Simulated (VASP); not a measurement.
# Ca2Be5O (P6/mmm) in VASP: single point with PBE

Aim: the single point of Ca2Be5O with PBE.

All numbers are computed with VASP 6.6.1; they aren't measurements. Logs are shortened: lines on timing, memory, paths and dates and some standing lists are left out, and cuts for length are marked.

## (1) The cell of the first run

Symmetry: P6/mmm, No. 191, hexagonal system. Conventional cell: a = 3.788 Å, b = 3.788 Å, c = 4.629 Å, α = 90.00°, β = 90.00°, γ = 120.00°. Within 2.9 Å of Ca (site symmetry -6m2) lie 3 Ca at 2.19 Å and 3 O at 2.19 Å and 8 Be at 2.31 to 2.56 Å. Within 1.5 Å of Be (site symmetry -6m2) lie 3 Be at 1.09 Å. Be (site symmetry mmm) has 2 Be at 1.09 Å within 1.5 Å. Within 2.9 Å of O (site symmetry 6/mmm) lie 6 Ca at 2.19 Å.

## (2) Single point, PBE

Input file INCAR:

```
ALGO = Normal ; EDIFF = 1E-6
ENCUT = 520 ; GGA = PE
ISIF = 2 ; ISMEAR = 0
LASPH = True ; LCHARG = False
LREAL = False ; LWAVE = False
NBANDS = 28 ; NELM = 80
PREC = Accurate ; SIGMA = 0.1
```

Input file KPOINTS:

```
k-points
0
Gamma
  6 6 4
```

Input file POSCAR:

```
Ca2Be5O
1.0
    3.7878688200      0.0000000000      0.0000000000
   -1.8939344100      3.2803906200      0.0000000000
    0.0000000000      0.0000000000      4.6294928600
Ca Be O
2 5 1
Direct
    0.3333333300      0.6666666700      0.5000000000
    0.6666666700      0.3333333300      0.5000000000
    0.3333333300      0.6666666700      0.0000000000
    0.6666666700      0.3333333300      0.0000000000
    0.5000000000      0.0000000000      0.0000000000
    0.0000000000      0.5000000000      0.0000000000
    0.5000000000      0.5000000000      0.0000000000
    0.0000000000      0.0000000000      0.5000000000
```

Potentials or basis: VASP PAW PBE potentials, release 64 (Ca_sv, Be, O).

The run is started by

```sh
$ cat potpaw_PBE.64/Ca_sv/POTCAR potpaw_PBE.64/Be/POTCAR potpaw_PBE.64/O/POTCAR > POTCAR
$ mpirun -np 1 vasp_std > vasp.out
```

OUTCAR:

```text
EDIFF = 1E-6
   ENCUT = 520
   GGA = PE
   ISIF = 2
   ISMEAR = 0
   LASPH = True
   LREAL = False
   NELM = 80
   PREC = Accurate

 ion  position               nearest neighbor table
   1  0.333  0.667  0.500-   2 2.19   8 2.19   2 2.19   8 2.19   8 2.19   2 2.19   3 2.31   3 2.31
                             5 2.56   5 2.56   6 2.56   6 2.56   7 2.56   7 2.56
   2  0.667  0.333  0.500-   1 2.19   8 2.19   1 2.19   8 2.19   8 2.19   1 2.19   4 2.31   4 2.31
                             5 2.56   5 2.56   6 2.56   6 2.56   7 2.56   7 2.56
   3  0.333  0.667  0.000-   5 1.09   6 1.09   7 1.09   4 2.19   4 2.19   4 2.19   1 2.31   1 2.31

   4  0.667  0.333  0.000-   5 1.09   6 1.09   7 1.09   3 2.19   3 2.19   3 2.19   2 2.31   2 2.31

   5  0.500  0.000  0.000-   3 1.09   4 1.09   6 1.89   7 1.89   7 1.89   6 1.89   1 2.56   2 2.56
                             1 2.56   2 2.56
   6  0.000  0.500  0.000-   3 1.09   4 1.09   5 1.89   5 1.89   7 1.89   7 1.89   1 2.56   2 2.56
                             1 2.56   2 2.56
   7  0.500  0.500  0.000-   3 1.09   4 1.09   5 1.89   5 1.89   6 1.89   6 1.89   1 2.56   2 2.56
                             1 2.56   2 2.56
   8  0.000  0.000  0.500-   1 2.19   2 2.19   1 2.19   2 2.19   2 2.19   1 2.19

 -----------------------------------------------------------------------------
|                                                                             |
|           W    W    AA    RRRRR   N    N  II  N    N   GGGG   !!!           |
|           W    W   A  A   R    R  NN   N  II  NN   N  G    G  !!!           |
|           W    W  A    A  R    R  N N  N  II  N N  N  G       !!!           |
|           W WW W  AAAAAA  RRRRR   N  N N  II  N  N N  G  GGG   !            |
|           WW  WW  A    A  R   R   N   NN  II  N   NN  G    G                |
|           W    W  A    A  R    R  N    N  II  N    N   GGGG   !!!           |
|                                                                             |
|     The distance between some ions is very small. Please check the          |
|     nearest-neighbor list in the OUTCAR file.                               |
|     I HOPE YOU KNOW WHAT YOU ARE DOING!                                     |
|                                                                             |
 -----------------------------------------------------------------------------

  LATTYP: Found a hexagonal cell.
 ALAT       =     3.7878688200
 C/A-ratio  =     1.2221893313

  Lattice vectors:

 A1 = (   3.7878688200,   0.0000000000,   0.0000000000)
 A2 = (  -1.8939344100,   3.2803906200,   0.0000000000)
 A3 = (   0.0000000000,   0.0000000000,   4.6294928600)

Analysis of symmetry for initial positions (statically):
[... 144 lines left out ...]
   NELECT =      36.0000    total number of electrons
   NUPDOWN=      -1.0000    fix difference up-down
   EMIN   =  10.00;   EMAX   =-10.00  energy-range for DOS
   EFERMI =   0.00;   METHOD = LEGACY
   ISMEAR =     0;   SIGMA  =   0.10  broadening in eV -4-tet -1-fermi 0-gaus
   EFERMI_NEDOS =   21; number of points for ismear=-14 and -15
   IALGO  =     38    algorithm
   IMIX   =      4    mixing-type and parameters
     AMIX     =   0.40;   BMIX     =  1.00
     AMIX_MAG =   1.60;   BMIX_MAG =  1.00
  volume/ion in A,a.u.               =       7.19        48.52
  Fermi-wavevector in a.u.,A,eV,Ry     =   1.400311  2.646203 26.679251  1.960870
  Thomas-Fermi vector in A             =   2.523284
   LORBIT       =      0    0 simple, 1 ext, 2 COOP (PROOUT), +10 PAW based schemes
   GGA     = PE    functional components
   LHFCALC =     F    Hartree Fock is set to
   AEXX    =    0.0000 exact exchange contribution
   IVDW    =     0    specifies the selected vdW correction
   LEPSILON=     F    determine dielectric tensor
   LRPA    =     F    only Hartree local field effects (RPA)
 non-spin polarized calculation
 Gauss-broadening in eV      SIGMA  =   0.10
  energy-cutoff  :      520.00
  volume of cell :       57.52
 maximum number of plane-waves:      1564
   NGX = 15   NGY = 15   NGZ = 17

 number of electron      36.0000010 magnetization

 Free energy of the ion-electron system (eV)
  ---------------------------------------------------
  ext. energy  EPLUGINS =         0.00000000
  ---------------------------------------------------
  free energy    TOTEN  =        31.74816655 eV

  energy without entropy =       31.75874576  energy(sigma->0) =       31.75345616

 E-fermi :   7.7596     XC(G=0): -12.1488

 val. band max:        7.5793920654   @ k =   0.3333   0.3333   0.5000
 cond. band min:       7.7717510684   @ k =   0.1667   0.1667   0.5000
 fundamental gap:      0.1923590030
 Fermi energy:         7.7596089766

 k-point     1 :       0.0000    0.0000    0.0000
  band No.  band energies     occupation
      1     -33.3364      2.00000
      2     -30.6229      2.00000
      3     -15.4756      2.00000
      4     -15.4756      2.00000
      5     -14.0634      2.00000
      6     -12.0372      2.00000
[... 640 lines left out ...]
     27      13.6908      0.00000
     28      17.9413      0.00000

------------------------ aborting loop because EDIFF is reached ----------------------------------------

  FORCE on cell =-STRESS in cart. coord.  units (eV):
  Direction    XX          YY          ZZ          XY          YZ          ZX
  --------------------------------------------------------------------------------------
  -------------------------------------------------------------------------------------
  Total      115.8025721    115.8025718     36.6353958     -0.0000000      0.0000000      0.0000000
  in kB     3225.3353586   3225.3353501   1020.3697155     -0.0000000      0.0000000      0.0000000
  external PRESSURE =    2490.3468081 kB  Pullay stress =       0.0000000 kB

 VOLUME and BASIS-vectors are now :
 -----------------------------------------------------------------------------
  energy-cutoff  :      520.00
  volume of cell :       57.52
      direct lattice vectors                 reciprocal lattice vectors
     3.787868820  0.000000000  0.000000000     0.264000695  0.152420872  0.000000000
    -1.893934410  3.280390620  0.000000000     0.000000000  0.304841745  0.000000000
     0.000000000  0.000000000  4.629492860     0.000000000  0.000000000  0.216006381

 POSITION                                       TOTAL-FORCE (eV/Angst)
 -----------------------------------------------------------------------------------
     -0.00000      2.18693      2.31475         0.000000      0.000000     -0.000000
      1.89393      1.09346      2.31475        -0.000000      0.000000      0.000000
     -0.00000      2.18693      0.00000        -0.000000      0.000000     -0.000000
      1.89393      1.09346      0.00000         0.000000     -0.000000     -0.000000
      1.89393      0.00000      0.00000        -0.000000      0.000000     -0.000000
     -0.94697      1.64020      0.00000        -0.000000      0.000000     -0.000000
      0.94697      1.64020      0.00000        -0.000000      0.000000     -0.000000
      0.00000      0.00000      2.31475        -0.000000      0.000000     -0.000000
 -----------------------------------------------------------------------------------
    total drift:                                0.000000      0.000000      0.000000

  FREE ENERGIE OF THE ION-ELECTRON SYSTEM (eV)
  ---------------------------------------------------
  free  energy   TOTEN  =        31.7481665530 eV

  energy  without entropy=       31.7587457618  energy(sigma->0) =       31.75345616
```

stdout:

```text
POSCAR found type information on POSCAR CaBeO
 POSCAR found :  3 types and       8 ions
 scaLAPACK will be used
 LDA part: xc-table for (Slater+PW92), standard interpolation
 -----------------------------------------------------------------------------
|                                                                             |
|           W    W    AA    RRRRR   N    N  II  N    N   GGGG   !!!           |
|           W    W   A  A   R    R  NN   N  II  NN   N  G    G  !!!           |
|           W    W  A    A  R    R  N N  N  II  N N  N  G       !!!           |
|           W WW W  AAAAAA  RRRRR   N  N N  II  N  N N  G  GGG   !            |
|           WW  WW  A    A  R   R   N   NN  II  N   NN  G    G                |
|           W    W  A    A  R    R  N    N  II  N    N   GGGG   !!!           |
|                                                                             |
|     The distance between some ions is very small. Please check the          |
|     nearest-neighbor list in the OUTCAR file.                               |
|     I HOPE YOU KNOW WHAT YOU ARE DOING!                                     |
|                                                                             |
 -----------------------------------------------------------------------------

 POSCAR, INCAR and KPOINTS ok, starting setup
 FFT: planning ... GRIDC
 FFT: planning ... GRID_SOFT
 FFT: planning ... GRID
 WAVECAR not read
 entering main loop
```

It took 34 s on 1 thread of Intel Xeon Platinum 8259CL at 2.50GHz (Skylake/Cascade Lake), shared host; peak memory 0.19 GiB.

What came out:

```
Free energy            : 31.7482 eV
Pressure               : 249.0 GPa
Band gap on the k mesh : zero (band 18 reaches 8.63 eV, above the bottom of band 19 at 7.47 eV)
```

Stress tensor (GPa, compression positive):
```
322.53   0.00   0.00
  0.00 322.53   0.00
  0.00   0.00 102.04
```

Levels at points of the mesh, in eV from the Fermi level:
| k point | band 15 | band 16 | band 17 | band 18 | band 19 | band 20 | band 21 | band 22 |
| --- | --- | --- | --- | --- | --- | --- | --- | --- |
| (0.00, 0.00, 0.00) | -2.95 | -1.81 | -0.86 | 0.87 | 0.87 | 1.60 | 1.60 | 4.83 |
| (0.50, 0.00, 0.00) | -3.19 | -2.43 | -2.11 | -0.52 | -0.21 | 0.82 | 2.61 | 2.69 |
| (0.00, 0.00, 0.50) | -3.62 | -1.61 | -0.36 | -0.36 | 0.30 | 1.94 | 5.18 | 5.18 |
| (0.50, 0.00, 0.50) | -3.55 | -2.86 | -1.89 | -0.92 | 0.69 | 2.37 | 2.59 | 3.40 |
